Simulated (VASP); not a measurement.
Write the native input for VASP 6.6.1 that does the following.

| Quantity | Value |
| --- | --- |
| Task | single point |
| Functional | LDA |
| Potentials or basis | VASP PAW LDA potentials, release 64 (Ga_d, As) |
| Cutoff | 500 eV |
| k mesh | 7 × 7 × 7 |
| Occupations | gaussian, width 0.02 eV |
| Spin | no spin polarisation |
| Dipole correction | no |
| Further INCAR settings | ALGO = Normal; EDIFF = 1e-06; NBANDS = 16 |

The structure of GaAs lies in POSCAR:

```
GaAs
1.0
    0.0000000000      2.6279016420      2.6279016420
    2.6279016420      0.0000000000      2.6279016420
    2.6279016420      2.6279016420      0.0000000000
Ga As
1 1
Direct
    0.0000000000      0.0000000000      0.0000000000
    0.5000000000      0.5000000000      0.5000000000
```

The input as run:

INCAR

```
SYSTEM = GaAs
PREC = Accurate ; ENCUT = 500
EDIFF = 1E-6 ; ISMEAR = 0
SIGMA = 0.02 ; LREAL = .False.
LASPH = .True. ; NELM = 120
ALGO = Normal ; ISIF = 2
LWAVE = .False. ; LCHARG = .False.
NBANDS = 16 ; GGA_COMPAT = .False.
```

KPOINTS

```
regular mesh
0
Gamma
  7 7 7
  0 0 0
```

Potentials or basis: VASP PAW LDA potentials, release 64 (Ga_d, As).

Run with:

```bash
$ cat potpaw_LDA.64/Ga_d/POTCAR potpaw_LDA.64/As/POTCAR > POTCAR
$ mpirun -np 1 vasp_std > vasp.out
```

It gave:

```
Pressure               : 0.5 GPa
Band gap on the k mesh : zero (bands 9 and 10 overlap by 3.28 eV)
```

Wall time 15 s on 1 thread of Intel(R) Xeon(R) Platinum 8259CL CPU @ 2.50GHz (Skylake/Cascade Lake) (shared host), peak memory 0.14 GiB.
